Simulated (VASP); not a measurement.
# Pt (P6_3/mmc) in VASP: notebook

Runs on Pt. Level: LDA. Tasks: single point, relaxation of cell and atoms.

All numbers are computed with VASP 6.6.1; they aren't measurements. Logs are shortened: lines on timing, memory, paths and dates and some standing lists are left out, and cuts for length are marked.

### Step 1. The cell of the first run

The structure is hexagonal, space group P6_3/mmc (No. 194). The conventional cell has a = 2.708 Å, b = 2.708 Å, c = 4.678 Å, α = 90.00°, β = 90.00°, γ = 120.00°. Pt (site symmetry -6m2) has 12 Pt at 2.71 to 2.81 Å within 3.6 Å.

This isn't the form of Pt at room conditions, which is fcc.

### Step 2. Single point, LDA

INCAR reads:

```
ALGO = Normal
EDIFF = 1E-6
ENCUT = 520
ISIF = 2
ISMEAR = 0
LASPH = True
LCHARG = False
LREAL = False
LWAVE = False
NBANDS = 28
NELM = 60
PREC = Accurate
SIGMA = 0.15
```

KPOINTS reads:

```
k-points
0
Gamma
  12 12 4
```

POSCAR reads:

```
Pt
1.0
    2.7079581969      0.0000000000      0.0000000000
   -1.3539790985      2.3451605909      0.0000000000
    0.0000000000      0.0000000000      9.3563251405
Pt
4
Direct
    0.6666666667      0.3333333333      0.3750000000
    0.6666666667      0.3333333333      0.8750000000
    0.3333333333      0.6666666667      0.1250000000
    0.3333333333      0.6666666667      0.6250000000
```

Potentials or basis: VASP PAW LDA potentials, release 64 (Pt).

Command:

```
> cat potpaw_LDA.64/Pt/POTCAR > POTCAR
> mpirun -np 1 vasp_std > vasp.out
```

OUTCAR:

```text
EDIFF = 1E-6
   ENCUT = 520
   ISIF = 2
   ISMEAR = 0
   LASPH = True
   LREAL = False
   NELM = 60
   PREC = Accurate

 ion  position               nearest neighbor table
   1  0.667  0.333  0.375-   3 2.81   4 2.81   3 2.81   4 2.81   3 2.81   4 2.81
   2  0.667  0.333  0.875-   3 2.81   4 2.81   3 2.81   4 2.81   3 2.81   4 2.81
   3  0.333  0.667  0.125-   1 2.81   2 2.81   1 2.81   2 2.81   1 2.81   2 2.81
   4  0.333  0.667  0.625-   1 2.81   2 2.81   1 2.81   2 2.81   1 2.81   2 2.81

  LATTYP: Found a hexagonal cell.
 ALAT       =     2.7079581969
 C/A-ratio  =     3.4551217043

  Lattice vectors:

 A1 = (   2.7079581969,   0.0000000000,   0.0000000000)
 A2 = (  -1.3539790985,   2.3451605909,   0.0000000000)
 A3 = (   0.0000000000,   0.0000000000,   9.3563251405)

Analysis of symmetry for initial positions (statically):
=====================================================================
 Subroutine PRICEL returns following result:

  LATTYP: Found a hexagonal cell.
 ALAT       =     2.7079581969
 C/A-ratio  =     1.7275608522

  Lattice vectors:

 A1 = (   2.7079581969,   0.0000000000,   0.0000000000)
 A2 = (  -1.3539790985,   2.3451605909,   0.0000000000)
 A3 = (   0.0000000000,   0.0000000000,   4.6781625702)

   2 primitive cells build up your supercell.

 Routine SETGRP: Setting up the symmetry group for a
 hexagonal supercell.

 Subroutine GETGRP returns: Found 24 space group operations
 (whereof 12 operations were pure point group operations)
 out of a pool of 24 trial point group operations.

The static configuration has the point symmetry D_3d.
 The point group associated with its full space group is D_6h.

Analysis of symmetry for dynamics (positions and initial velocities):
=====================================================================
 Subroutine PRICEL returns following result:

  LATTYP: Found a hexagonal cell.
 ALAT       =     2.7079581969
 C/A-ratio  =     1.7275608522

  Lattice vectors:

 A1 = (   2.7079581969,   0.0000000000,   0.0000000000)
 A2 = (  -1.3539790985,   2.3451605909,   0.0000000000)
 A3 = (   0.0000000000,   0.0000000000,   4.6781625702)

   2 primitive cells build up your supercell.

 Routine SETGRP: Setting up the symmetry group for a
 hexagonal supercell.

 Subroutine GETGRP returns: Found 24 space group operations
 (whereof 12 operations were pure point group operations)
 out of a pool of 24 trial point group operations.

The dynamic configuration has the point symmetry D_3d.
 The point group associated with its full space group is D_6h.

 Subroutine INISYM returns: Found 24 space group operations
 (whereof 12 operations are pure point group operations),
 and found     2 'primitive' translations

----------------------------------------------------------------------------------------

                                     Primitive cell

  volume of cell :      29.7091

  direct lattice vectors                    reciprocal lattice vectors
     2.707958197  0.000000000  0.000000000     0.369281919  0.213205015  0.000000000
    -1.353979098  2.345160591  0.000000000     0.000000000  0.426410031  0.000000000
     0.000000000  0.000000000  4.678162570     0.000000000  0.000000000  0.213759138

  length of vectors
     2.707958197  2.707958197  4.678162570     0.426410031  0.426410031  0.213759138

  position of ions in fractional coordinates (direct lattice)
     0.666666667  0.333333333  0.750000000
     0.333333333  0.666666667  0.250000000

  ion indices of the primitive-cell ions
   primitive index   ion index
                 1           1
                 2           3

----------------------------------------------------------------------------------------

 KPOINTS: k-points

Automatic generation of k-mesh.
 Grid dimensions read from file:
 generate k-points for:   12   12    4

 Generating k-lattice:

  Cartesian coordinates                     Fractional coordinates (reciprocal lattice)
     0.030773493  0.017767085  0.000000000     0.083333333  0.000000000  0.000000000
     0.000000000  0.035534169  0.000000000     0.000000000  0.083333333  0.000000000
     0.000000000  0.000000000  0.026719892     0.000000000  0.000000000  0.250000000

  Length of vectors
     0.035534169  0.035534169  0.026719892

  Shift w.r.t. Gamma in fractional coordinates (k-lattice)
     0.000000000  0.000000000  0.000000000

 Subroutine IBZKPT returns following result:
 ===========================================

 Found     57 irreducible k-points:

 Following reciprocal coordinates:
            Coordinates               Weight
  0.000000  0.000000  0.000000      1.000000
  0.083333  0.000000  0.000000      6.000000
  0.166667  0.000000  0.000000      6.000000
  0.250000  0.000000  0.000000      6.000000
  0.333333  0.000000  0.000000      6.000000
  0.416667 -0.000000  0.000000      6.000000
[... 16 lines left out ...]
  0.250000  0.000000  0.250000     12.000000
  0.333333  0.000000  0.250000     12.000000
 [... further k-points ...]
   k-points           NKPTS =     57   k-points in BZ     NKDIM =     57   number of bands    NBANDS=     28
   number of dos      NEDOS =    301   number of ions     NIONS =      4
   total plane-waves  NPLWV =  28000
   dimension x,y,z NGX =    20 NGY =   20 NGZ =   70
   dimension x,y,z NGXF=    40 NGYF=   40 NGZF=  140
   ions per type =               4
   NGX,Y,Z   is equivalent  to a cutoff of  12.28, 12.28, 12.44 a.u.
   NGXF,Y,Z  is equivalent  to a cutoff of  24.56, 24.56, 24.88 a.u.
 SYSTEM =  unknown system
   PREC   = accura    normal or accurate (medium, high low for compatibility)
   ISTART =      0    job   : 0-new  1-cont  2-samecut
   ICHARG =      2    charge: 1-file 2-atom 10-const
   ISPIN  =      1    spin polarized calculation?
   LNONCOLLINEAR =      F non collinear calculations
   LSORBIT =      F    spin-orbit coupling
   LASPH  =      T    aspherical Exc in radial PAW
   ENCUT  =  520.0 eV  38.22 Ry    6.18 a.u.   5.04  5.04 17.40*2*pi/ulx,y,z
   NELM   =     60;   NELMIN=  2; NELMDL= -5     # of ELM steps
   EDIFF  = 0.1E-05   stopping-criterion for ELM
   LREAL  =      F    real-space projection
   EDIFFG = 0.1E-04   stopping-criterion for IOM
   NSW    =      0    number of steps for IOM
   IBRION =     -1    ionic relax: 0-MD 1-quasi-New 2-CG
   NFREE  =      0    steps in history (QN), initial steepest desc. (CG)
   ISIF   =      2    stress and relaxation
   ISYM   =      2    0-nonsym 1-usesym 2-fastsym
   POTIM  = 0.5000    time-step for ionic-motion
   TEBEG  =    0.0;   TEEND  =   0.0 temperature during run
   PSTRESS=    0.0 pullay stress
   NELECT =      40.0000    total number of electrons
   NUPDOWN=      -1.0000    fix difference up-down
   EMIN   =  10.00;   EMAX   =-10.00  energy-range for DOS
   EFERMI =   0.00;   METHOD = LEGACY
   ISMEAR =     0;   SIGMA  =   0.15  broadening in eV -4-tet -1-fermi 0-gaus
   EFERMI_NEDOS =   21; number of points for ismear=-14 and -15
   IALGO  =     38    algorithm
   IMIX   =      4    mixing-type and parameters
     AMIX     =   0.40;   BMIX     =  1.00
     AMIX_MAG =   1.60;   BMIX_MAG =  1.00
  volume/ion in A,a.u.               =      14.85       100.24
  Fermi-wavevector in a.u.,A,eV,Ry     =   1.434790  2.711359 28.009241  2.058621
  Thomas-Fermi vector in A             =   2.554159
   LORBIT       =      0    0 simple, 1 ext, 2 COOP (PROOUT), +10 PAW based schemes
   GGA     = CA    functional components
   LHFCALC =     F    Hartree Fock is set to
   AEXX    =    0.0000 exact exchange contribution
   IVDW    =     0    specifies the selected vdW correction
   LEPSILON=     F    determine dielectric tensor
   LRPA    =     F    only Hartree local field effects (RPA)
 non-spin polarized calculation
 Gauss-broadening in eV      SIGMA  =   0.15
  energy-cutoff  :      520.00
  volume of cell :       59.42
 maximum number of plane-waves:      1629
   NGX = 11   NGY = 11   NGZ = 35

 number of electron      40.0000002 magnetization

 Free energy of the ion-electron system (eV)
  ---------------------------------------------------
  ext. energy  EPLUGINS =         0.00000000
  ---------------------------------------------------
  free energy    TOTEN  =       -29.80095063 eV

  energy without entropy =      -29.71076073  energy(sigma->0) =      -29.75585568

 E-fermi :  11.4065     XC(G=0): -13.7710

 val. band max:       11.3847881833   @ k =   0.4167  -0.0000   0.2500
 cond. band min:      11.4121092846   @ k =   0.2500   0.0000   0.0000
 fundamental gap:      0.0273211012
 Fermi energy:        11.4065439278

 k-point     1 :       0.0000    0.0000    0.0000
  band No.  band energies     occupation
      1       1.0162      2.00000
      2       2.8495      2.00000
      3       2.8495      2.00000
      4       3.7173      2.00000
      5       7.0349      2.00000
      6       7.0349      2.00000
[... 20 lines left out ...]
     27      23.8418      0.00000
     28      26.3770      0.00000

 k-point     2 :       0.0833    0.0000    0.0000
  band No.  band energies     occupation
      1       1.2818      2.00000
      2       3.1082      2.00000
      3       3.1082      2.00000
      4       3.9615      2.00000
      5       6.8747      2.00000
      6       6.8747      2.00000
[... 20 lines left out ...]
     27      23.9924      0.00000
     28      26.7851      0.00000

 k-point     3 :       0.1667    0.0000    0.0000
  band No.  band energies     occupation
      1       2.0282      2.00000
      2       3.7780      2.00000
      3       3.7780      2.00000
      4       4.5733      2.00000
      5       6.5401      2.00000
      6       6.5401      2.00000
[... 20 lines left out ...]
     27      24.2772      0.00000
     28      26.7951      0.00000

 k-point     4 :       0.2500    0.0000    0.0000
  band No.  band energies     occupation
      1       3.0681      2.00000
      2       4.4018      2.00000
      3       4.4018      2.00000
      4       4.9948      2.00000
      5       6.2468      2.00000
      6       6.2468      2.00000
[... 578 lines left out ...]
     27      26.0197      0.00000
     28      26.7659      0.00000

 k-point    23 :       0.2500    0.0000    0.2500
  band No.  band energies     occupation
      1       3.1653      2.00000
      2       3.8802      2.00000
      3       4.8745      2.00000
      4       5.0257      2.00000
      5       6.0652      2.00000
      6       6.4888      2.00000
[... 20 lines left out ...]
     27      24.2708      0.00000
     28      25.6589      0.00000

 k-point    24 :       0.3333    0.0000    0.2500
  band No.  band energies     occupation
      1       3.9821      2.00000
      2       4.1998      2.00000
      3       4.7722      2.00000
      4       4.8383      2.00000
      5       5.8360      2.00000
      6       5.8656      2.00000
[... 20 lines left out ...]
     27      21.3238      0.00000
     28      23.1704      0.00000

 [... further k-points ...]

------------------------ aborting loop because EDIFF is reached ----------------------------------------

  FORCE on cell =-STRESS in cart. coord.  units (eV):
  Direction    XX          YY          ZZ          XY          YZ          ZX
  --------------------------------------------------------------------------------------
  -------------------------------------------------------------------------------------
  Total        0.4570176      0.4570176      0.1589877     -0.0000000      0.0000000      0.0000000
  in kB       12.3232043     12.3232043      4.2870088     -0.0000000      0.0000000      0.0000000
  external PRESSURE =       9.6444725 kB  Pullay stress =       0.0000000 kB

 VOLUME and BASIS-vectors are now :
 -----------------------------------------------------------------------------
  energy-cutoff  :      520.00
  volume of cell :       59.42
      direct lattice vectors                 reciprocal lattice vectors
     2.707958197  0.000000000  0.000000000     0.369281919  0.213205015  0.000000000
    -1.353979098  2.345160591  0.000000000     0.000000000  0.426410031  0.000000000
     0.000000000  0.000000000  9.356325140     0.000000000  0.000000000  0.106879569

 POSITION                                       TOTAL-FORCE (eV/Angst)
 -----------------------------------------------------------------------------------
      1.35398      0.78172      3.50862         0.000000     -0.000000      0.000000
      1.35398      0.78172      8.18678         0.000000     -0.000000     -0.000000
     -0.00000      1.56344      1.16954        -0.000000      0.000000      0.000000
     -0.00000      1.56344      5.84770        -0.000000      0.000000     -0.000000
 -----------------------------------------------------------------------------------
    total drift:                               -0.000000      0.000000     -0.000000

  FREE ENERGIE OF THE ION-ELECTRON SYSTEM (eV)
  ---------------------------------------------------
  free  energy   TOTEN  =       -29.8009506343 eV

  energy  without entropy=      -29.7107607283  energy(sigma->0) =      -29.75585568
```

Run time: 1.9 min. Hardware: 1 thread of Intel Xeon 8259CL, shared host; peak memory 0.2 GiB.

What came out:

* Free energy: -29.8010 eV
* Pressure: 1.0 GPa
* Band gap on the k mesh: zero (bands 20 and 21 overlap by 1.42 eV)

Stress tensor (GPa, compression positive):
```
1.23 0.00 0.00
0.00 1.23 0.00
0.00 0.00 0.43
```

Caveat: spin-orbit coupling is left out, which moves the levels of the heavy elements.

[end of part 1 of 2]
